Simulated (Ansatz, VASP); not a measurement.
# InSe in VASP and in Ansatz

```xyz
4
Lattice="2.0301 1.1721 8.5671 -2.0301 1.1721 8.5671 0.0000 -2.3442 8.5671" Properties=species:S:1:pos:R:3 pbc="T T T"
Se    0.0000    0.0000   15.9197
Se    0.0000    0.0000   21.2101
In    0.0000    0.0000    0.0327
In    0.0000    0.0000    2.8287
```

Alike in both runs: functional r2SCAN; k mesh 6 × 6 × 6; no spin polarisation.

Ansatz relaxed the structure, and its values are those at the end. VASP's run is a single point on that final structure, the one shown.

```csv
,VASP,Ansatz
version,VASP 6.6.1,Ansatz 0.2.0
potentials or method,"VASP PAW PBE potentials, release 64 (Se, In_d), cutoff 520 eV",PAW plane waves
occupations,"fermi-dirac, width 0.1 eV",fermi-dirac
valence electrons in the cell,38,58
```

```csv
,VASP,Ansatz,Ansatz less VASP
pressure (GPa),-0.1,-0.1,+0.04
rms of the force components (eV/Å),0.007,0.000,-0.0069
```

VASP's potentials were made for PBE, not for r2SCAN. VASP's potentials hold 38 valence electrons a cell and Ansatz's 58, so a difference there can come from the potentials and not from the codes. Ansatz's warnings: stress scf threshold loose, structure snapped to symmetry.
